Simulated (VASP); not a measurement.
# PbS (rocksalt type) (Fm-3m) in VASP: notebook

The runs below take PbS (rocksalt type) through single point, relaxation of cell and atoms, with LDA.

Program: VASP 6.6.1. These are calculated values, not measurements. Logs are shortened: lines on timing, memory, paths and dates and some standing lists are left out, and cuts for length are marked.

### Step 1. The cell of the first run

The structure is cubic, space group Fm-3m (No. 225). The conventional cell has a = 5.845 Å, b = 5.845 Å, c = 5.845 Å, α = 90.00°, β = 90.00°, γ = 90.00°. Pb (site symmetry m-3m) has 6 S at 2.92 Å within 3.8 Å. S (site symmetry m-3m) has 6 Pb at 2.92 Å within 3.8 Å.

### Step 2. Single point, LDA

INCAR reads:

```
  ALGO = Normal
  EDIFF = 1E-6
  ENCUT = 500
  GGA_COMPAT = F
  ISIF = 2
  ISMEAR = -1
  LASPH = T
  LCHARG = T
  LELF = T
  LREAL = F
  LVHAR = T
  LWAVE = F
  NBANDS = 17
  NELM = 120
  PREC = Accurate
  SIGMA = 0.08
```

KPOINTS reads:

```
k-points
0
Gamma
  12 12 12
```

POSCAR reads:

```
PbS
1.0
    0.0000000000      2.9226676291      2.9226676291
    2.9226676291      0.0000000000      2.9226676291
    2.9226676291      2.9226676291      0.0000000000
Pb S
1 1
Direct
    0.0000000000      0.0000000000      0.0000000000
    0.5000000000      0.5000000000      0.5000000000
```

Potentials or basis: VASP PAW LDA potentials, release 64 (Pb_d, S).

Command:

```sh
cat potpaw_LDA.64/Pb_d/POTCAR potpaw_LDA.64/S/POTCAR > POTCAR
mpirun -np 1 vasp_std > vasp.out
```

OUTCAR:

```text
EDIFF = 1E-6
   ENCUT = 500
   ISIF = 2
   ISMEAR = -1
   LASPH = T
   LREAL = F
   NELM = 120
   PREC = Accurate

 ion  position               nearest neighbor table
   1  0.000  0.000  0.000-   2 2.92   2 2.92   2 2.92   2 2.92   2 2.92   2 2.92
   2  0.500  0.500  0.500-   1 2.92   1 2.92   1 2.92   1 2.92   1 2.92   1 2.92

  LATTYP: Found a face centered cubic cell.
 ALAT       =     5.8453352582

  Lattice vectors:

 A1 = (   0.0000000000,   2.9226676291,   2.9226676291)
 A2 = (   2.9226676291,   0.0000000000,   2.9226676291)
 A3 = (   2.9226676291,   2.9226676291,   0.0000000000)

Analysis of symmetry for initial positions (statically):
=====================================================================
 Subroutine PRICEL returns:
 Original cell was already a primitive cell.

 Routine SETGRP: Setting up the symmetry group for a
 face centered cubic supercell.

 Subroutine GETGRP returns: Found 48 space group operations
 (whereof 48 operations were pure point group operations)
 out of a pool of 48 trial point group operations.

The static configuration has the point symmetry O_h .

Analysis of symmetry for dynamics (positions and initial velocities):
=====================================================================
 Subroutine PRICEL returns:
 Original cell was already a primitive cell.

 Routine SETGRP: Setting up the symmetry group for a
 face centered cubic supercell.

 Subroutine GETGRP returns: Found 48 space group operations
 (whereof 48 operations were pure point group operations)
 out of a pool of 48 trial point group operations.

The dynamic configuration has the point symmetry O_h .

 Subroutine INISYM returns: Found 48 space group operations
 (whereof 48 operations are pure point group operations),
 and found     1 'primitive' translations

----------------------------------------------------------------------------------------

                                     Primitive cell

  volume of cell :      49.9308

  direct lattice vectors                    reciprocal lattice vectors
     0.000000000  2.922667629  2.922667629    -0.171076586  0.171076586  0.171076586
     2.922667629  0.000000000  2.922667629     0.171076586 -0.171076586  0.171076586
     2.922667629  2.922667629  0.000000000     0.171076586  0.171076586 -0.171076586

  length of vectors
     4.133276199  4.133276199  4.133276199     0.296313339  0.296313339  0.296313339

  position of ions in fractional coordinates (direct lattice)
     0.000000000  0.000000000  0.000000000
     0.500000000  0.500000000  0.500000000

  ion indices of the primitive-cell ions
   primitive index   ion index
                 1           1
                 2           2

----------------------------------------------------------------------------------------

 KPOINTS: k-points

Automatic generation of k-mesh.
 Grid dimensions read from file:
 generate k-points for:   12   12   12

 Generating k-lattice:

  Cartesian coordinates                     Fractional coordinates (reciprocal lattice)
    -0.014256382  0.014256382  0.014256382     0.083333333  0.000000000  0.000000000
     0.014256382 -0.014256382  0.014256382     0.000000000  0.083333333  0.000000000
     0.014256382  0.014256382 -0.014256382     0.000000000  0.000000000  0.083333333

  Length of vectors
     0.024692778  0.024692778  0.024692778

  Shift w.r.t. Gamma in fractional coordinates (k-lattice)
     0.000000000  0.000000000  0.000000000

 Subroutine IBZKPT returns following result:
 ===========================================

 Found     72 irreducible k-points:

 Following reciprocal coordinates:
            Coordinates               Weight
  0.000000  0.000000  0.000000      1.000000
  0.083333  0.000000  0.000000      8.000000
  0.166667  0.000000  0.000000      8.000000
  0.250000  0.000000  0.000000      8.000000
  0.333333  0.000000  0.000000      8.000000
  0.416667  0.000000  0.000000      8.000000
[... 16 lines left out ...]
  0.500000  0.166667  0.000000     24.000000
 -0.416667  0.166667  0.000000     24.000000
 [... further k-points ...]
   k-points           NKPTS =     72   k-points in BZ     NKDIM =     72   number of bands    NBANDS=     17
   number of dos      NEDOS =    301   number of ions     NIONS =      2
   total plane-waves  NPLWV =  27000
   dimension x,y,z NGX =    30 NGY =   30 NGZ =   30
   dimension x,y,z NGXF=    60 NGYF=   60 NGZF=   60
   ions per type =               1   1
   NGX,Y,Z   is equivalent  to a cutoff of  12.07, 12.07, 12.07 a.u.
   NGXF,Y,Z  is equivalent  to a cutoff of  24.13, 24.13, 24.13 a.u.
 SYSTEM =  unknown system
   PREC   = accura    normal or accurate (medium, high low for compatibility)
   ISTART =      0    job   : 0-new  1-cont  2-samecut
   ICHARG =      2    charge: 1-file 2-atom 10-const
   ISPIN  =      1    spin polarized calculation?
   LNONCOLLINEAR =      F non collinear calculations
   LSORBIT =      F    spin-orbit coupling
   LASPH  =      T    aspherical Exc in radial PAW
   ENCUT  =  500.0 eV  36.75 Ry    6.06 a.u.   7.54  7.54  7.54*2*pi/ulx,y,z
   NELM   =    120;   NELMIN=  2; NELMDL= -5     # of ELM steps
   EDIFF  = 0.1E-05   stopping-criterion for ELM
   LREAL  =      F    real-space projection
   EDIFFG = 0.1E-04   stopping-criterion for IOM
   NSW    =      0    number of steps for IOM
   IBRION =     -1    ionic relax: 0-MD 1-quasi-New 2-CG
   NFREE  =      0    steps in history (QN), initial steepest desc. (CG)
   ISIF   =      2    stress and relaxation
   ISYM   =      2    0-nonsym 1-usesym 2-fastsym
   POTIM  = 0.5000    time-step for ionic-motion
   TEBEG  =    0.0;   TEEND  =   0.0 temperature during run
   PSTRESS=    0.0 pullay stress
   NELECT =      20.0000    total number of electrons
   NUPDOWN=      -1.0000    fix difference up-down
   EMIN   =  10.00;   EMAX   =-10.00  energy-range for DOS
   EFERMI =   0.00;   METHOD = LEGACY
   ISMEAR =    -1;   SIGMA  =   0.08  broadening in eV -4-tet -1-fermi 0-gaus
   EFERMI_NEDOS =   21; number of points for ismear=-14 and -15
   IALGO  =     38    algorithm
   IMIX   =      4    mixing-type and parameters
     AMIX     =   0.40;   BMIX     =  1.00
     AMIX_MAG =   1.60;   BMIX_MAG =  1.00
  volume/ion in A,a.u.               =      24.97       168.47
  Fermi-wavevector in a.u.,A,eV,Ry     =   1.206782  2.280487 19.814466  1.456322
  Thomas-Fermi vector in A             =   2.342439
   LORBIT       =      0    0 simple, 1 ext, 2 COOP (PROOUT), +10 PAW based schemes
   GGA     = CA    functional components
   LHFCALC =     F    Hartree Fock is set to
   AEXX    =    0.0000 exact exchange contribution
   IVDW    =     0    specifies the selected vdW correction
   LEPSILON=     F    determine dielectric tensor
   LRPA    =     F    only Hartree local field effects (RPA)
 non-spin polarized calculation
  energy-cutoff  :      500.00
  volume of cell :       49.93
 maximum number of plane-waves:      1303
   NGX = 15   NGY = 15   NGZ = 15

 number of electron      19.9999997 magnetization

 Free energy of the ion-electron system (eV)
  ---------------------------------------------------
  ext. energy  EPLUGINS =         0.00000000
  ---------------------------------------------------
  free energy    TOTEN  =        -9.99854265 eV

  energy without entropy =       -9.99784164  energy(sigma->0) =       -9.99819215

 E-fermi :   6.2665     XC(G=0): -10.2309

 val. band max:        6.2486919625   @ k =   0.5000   0.0000   0.0000
 cond. band min:       6.2864175215   @ k =   0.5000   0.0000   0.0000
 fundamental gap:      0.0377255590
 Fermi energy:         6.2665014513

 k-point     1 :       0.0000    0.0000    0.0000
  band No.  band energies     occupation
      1     -10.6673      2.00000
      2     -10.6673      2.00000
      3     -10.6673      2.00000
      4     -10.6598      2.00000
      5     -10.6598      2.00000
      6      -7.7878      2.00000
[... 9 lines left out ...]
     16      12.7259      0.00000
     17      14.4947      0.00000

 k-point     2 :       0.0833    0.0000    0.0000
  band No.  band energies     occupation
      1     -10.6670      2.00000
      2     -10.6660      2.00000
      3     -10.6660      2.00000
      4     -10.6600      2.00000
      5     -10.6600      2.00000
      6      -7.7225      2.00000
[... 9 lines left out ...]
     16      12.9238      0.00000
     17      15.1761      0.00000

 k-point     3 :       0.1667    0.0000    0.0000
  band No.  band energies     occupation
      1     -10.6711      2.00000
      2     -10.6711      2.00000
      3     -10.6663      2.00000
      4     -10.6517      2.00000
      5     -10.6517      2.00000
      6      -7.5315      2.00000
[... 9 lines left out ...]
     16      13.3597      0.00000
     17      16.5289      0.00000

 k-point     4 :       0.2500    0.0000    0.0000
  band No.  band energies     occupation
      1     -10.6803      2.00000
      2     -10.6803      2.00000
      3     -10.6657      2.00000
      4     -10.6381      2.00000
      5     -10.6381      2.00000
      6      -7.2328      2.00000
[... 9 lines left out ...]
     16      13.9895      0.00000
     17      18.1595      0.00000

 k-point     5 :       0.3333    0.0000    0.0000
  band No.  band energies     occupation
      1     -10.6896      2.00000
      2     -10.6896      2.00000
      3     -10.6654      2.00000
      4     -10.6242      2.00000
      5     -10.6242      2.00000
      6      -6.8687      2.00000
[... 9 lines left out ...]
     16      14.7963      0.00000
     17      18.5251      0.00000

 k-point     6 :       0.4167    0.0000    0.0000
  band No.  band energies     occupation
      1     -10.6965      2.00000
      2     -10.6965      2.00000
      3     -10.6653      2.00000
      4     -10.6140      2.00000
      5     -10.6140      2.00000
      6      -6.5315      2.00000
[... 9 lines left out ...]
     16      15.6831      0.00000
     17      17.4472      0.00000
[... 281 lines left out ...]
 k-point    21 :       0.3333    0.1667    0.0000
  band No.  band energies     occupation
      1     -10.7226      2.00000
      2     -10.6739      2.00000
      3     -10.6633      2.00000
      4     -10.6337      2.00000
      5     -10.6205      2.00000
      6      -6.8882      2.00000
[... 9 lines left out ...]
     16      15.7442      0.00000
     17      17.6942      0.00000

 k-point    22 :       0.4167    0.1667    0.0000
  band No.  band energies     occupation
      1     -10.7321      2.00000
      2     -10.6721      2.00000
      3     -10.6675      2.00000
      4     -10.6287      2.00000
      5     -10.6105      2.00000
      6      -6.5390      2.00000
[... 9 lines left out ...]
     16      16.4440      0.00000
     17      17.5534      0.00000

 k-point    23 :       0.5000    0.1667    0.0000
  band No.  band energies     occupation
      1     -10.7337      2.00000
      2     -10.6799      2.00000
      3     -10.6605      2.00000
      4     -10.6260      2.00000
      5     -10.6075      2.00000
      6      -6.2707      2.00000
[... 9 lines left out ...]
     16      16.4868      0.00000
     17      16.9884      0.00000

 k-point    24 :      -0.4167    0.1667    0.0000
  band No.  band energies     occupation
      1     -10.7274      2.00000
      2     -10.6850      2.00000
      3     -10.6560      2.00000
      4     -10.6248      2.00000
      5     -10.6121      2.00000
      6      -6.2289      2.00000
[... 9 lines left out ...]
     16      15.6090      0.00000
     17      17.6084      0.00000

 [... further k-points ...]
[... 5 lines left out ...]
  --------------------------------------------------------------------------------------
  -------------------------------------------------------------------------------------
  Total        0.0179829      0.0179829      0.0179829     -0.0000000     -0.0000000      0.0000000
  in kB        0.5770349      0.5770349      0.5770349     -0.0000000     -0.0000000      0.0000000
  external PRESSURE =       0.5770349 kB  Pullay stress =       0.0000000 kB

 VOLUME and BASIS-vectors are now :
 -----------------------------------------------------------------------------
  energy-cutoff  :      500.00
  volume of cell :       49.93
      direct lattice vectors                 reciprocal lattice vectors
     0.000000000  2.922667629  2.922667629    -0.171076586  0.171076586  0.171076586
     2.922667629  0.000000000  2.922667629     0.171076586 -0.171076586  0.171076586
     2.922667629  2.922667629  0.000000000     0.171076586  0.171076586 -0.171076586

 POSITION                                       TOTAL-FORCE (eV/Angst)
 -----------------------------------------------------------------------------------
      0.00000      0.00000      0.00000         0.000000      0.000000      0.000000
      2.92267      2.92267      2.92267        -0.000000     -0.000000     -0.000000
 -----------------------------------------------------------------------------------
    total drift:                               -0.000000      0.000000      0.000000

  FREE ENERGIE OF THE ION-ELECTRON SYSTEM (eV)
  ---------------------------------------------------
  free  energy   TOTEN  =        -9.9985426525 eV

  energy  without entropy=       -9.9978416417  energy(sigma->0) =       -9.99819215
```

Wall time 83 s (1 thread of Intel Xeon 8259CL, shared host); peak memory 0.19 GiB.

Results:

```
Free energy            : -9.9985 eV
Pressure               : 0.1 GPa
Band gap on the k mesh : 0.04 eV, direct
```

Caveat: spin-orbit coupling is left out, which moves the levels of the heavy elements. A k mesh can miss the band edges.

### Step 3. Relaxation of cell and atoms, LDA

This run uses another cell than the first one, of 19.54 Å³/atom, 0.783 times its volume.

INCAR reads:

```
SYSTEM = PbS
PREC = Accurate ; ENCUT = 500
EDIFF = 1E-7 ; ISMEAR = -1
SIGMA = 0.08 ; LREAL = .False.
LASPH = .True. ; NELM = 120
ALGO = Normal ; ISIF = 3
LWAVE = .False. ; LCHARG = .False.
GGA = CA ; IBRION = 2
NSW = 60 ; EDIFFG = -0.005
GGA_COMPAT = .False. ; NELMIN = 4
```

KPOINTS reads:

```
Automatic mesh
0
Gamma
  12 12 12
  0 0 0
```

POSCAR reads:

```
PbS
1.0
    0.0000000000      2.6934405028      2.6934405028
    2.6934405028      0.0000000000      2.6934405028
    2.6934405028      2.6934405028      0.0000000000
Pb S
1 1
Direct
    0.0000000000      0.0000000000      0.0000000000
    0.5000000000      0.5000000000      0.5000000000
```

Potentials or basis: VASP PAW LDA potentials, release 64 (Pb_d, S).

Command:

```sh
cat potpaw_LDA.64/Pb_d/POTCAR potpaw_LDA.64/S/POTCAR > POTCAR
mpirun -np 1 vasp_std > vasp.out
```

It took 7.6 min on 1 thread of Intel Xeon 8259CL, shared host; peak memory 0.17 GiB.

Results (log left out):

```
Free energy                            : -9.9950 eV
Relaxed volume                         : 25.02 Å³/atom
Relaxed cell                           : a = 4.136 Å, b = 4.136 Å, c = 4.136 Å, α = 60.00°, β = 60.00°, γ = 60.00°
Space group after relaxing (to 0.05 Å) : Fm-3m (No. 225)
Energy gained by relaxing              : 369.2 meV/atom
Ionic steps                            : 19
Pressure after relaxing                : 0.0 GPa
Band gap on the k mesh                 : 0.05 eV, direct
```

The path:
| step | energy change (eV) | largest force (eV/Å) | pressure (GPa) | volume (Å³) |
| --- | --- | --- | --- | --- |
| 1 | 0.0000 | 0.0000 | 26.70 | 39.08 |
| 2 | -0.4162 | 0.0000 | -8.31 | 60.54 |
| 3 | -0.7383 | 0.0000 | -0.15 | 50.14 |
| 4 | -0.7383 | 0.0000 | 0.15 | 49.90 |
| 5 | -0.7383 | 0.0000 | 0.16 | 49.90 |
| 6 | -0.7383 | 0.0000 | 0.15 | 49.90 |
| 7 | -0.7383 | 0.0000 | 0.15 | 49.90 |
| 8 | -0.7383 | 0.0000 | 0.15 | 49.90 |
| 9 | -0.7383 | 0.0000 | 0.15 | 49.90 |
| 10 | -0.7383 | 0.0000 | 0.15 | 49.90 |
| 11 | -0.7383 | 0.0000 | 0.15 | 49.90 |
| 12 | -0.7383 | 0.0000 | 0.15 | 49.90 |
| 13 | -0.7383 | 0.0000 | 0.15 | 49.90 |
| 14 | -0.7383 | 0.0000 | 0.15 | 49.90 |
| 15 | -0.7383 | 0.0000 | 0.14 | 49.91 |
| 16 | -0.7383 | 0.0000 | 0.13 | 49.92 |
| 17 | -0.7383 | 0.0000 | 0.12 | 49.94 |
| 18 | -0.7383 | 0.0000 | 0.06 | 49.97 |
| 19 | -0.7383 | 0.0000 | -0.03 | 50.04 |

Final structure:
```cif
data_structure
_symmetry_space_group_name_H-M 'P 1'
_symmetry_Int_Tables_number 1
_cell_length_a 4.1364
_cell_length_b 4.1364
_cell_length_c 4.1364
_cell_angle_alpha 60.000
_cell_angle_beta 60.000
_cell_angle_gamma 60.000
_cell_volume 50.04
loop_
_atom_site_label
_atom_site_type_symbol
_atom_site_fract_x
_atom_site_fract_y
_atom_site_fract_z
_atom_site_occupancy
Pb1 Pb 0.00000 0.00000 0.00000 1
S1 S 0.50000 0.50000 0.50000 1
```

Levels at points of the mesh, in eV from the valence-band top:
| k point | band 6 | band 7 | band 8 | band 9 | band 10 | band 11 | band 12 | band 13 | band 14 |
| --- | --- | --- | --- | --- | --- | --- | --- | --- | --- |
| (0.00, 0.00, 0.00) | -14.01 | -6.06 | -2.43 | -2.43 | -2.43 | 5.14 | 5.14 | 5.14 | 6.49 |
| (0.50, 0.00, 0.00) | -12.61 | -9.24 | -1.98 | -1.98 | 0.00 | 0.05 | 1.68 | 1.68 | 8.47 |
| (0.50, 0.50, 0.00) | -12.10 | -7.40 | -5.68 | -3.79 | -3.79 | 3.49 | 5.55 | 5.67 | 5.67 |

Caveat: the volume moved by over 15 % at a fixed basis, so the end points are rough; spin-orbit coupling is left out, which moves the levels of the heavy elements. A k mesh can miss the band edges.
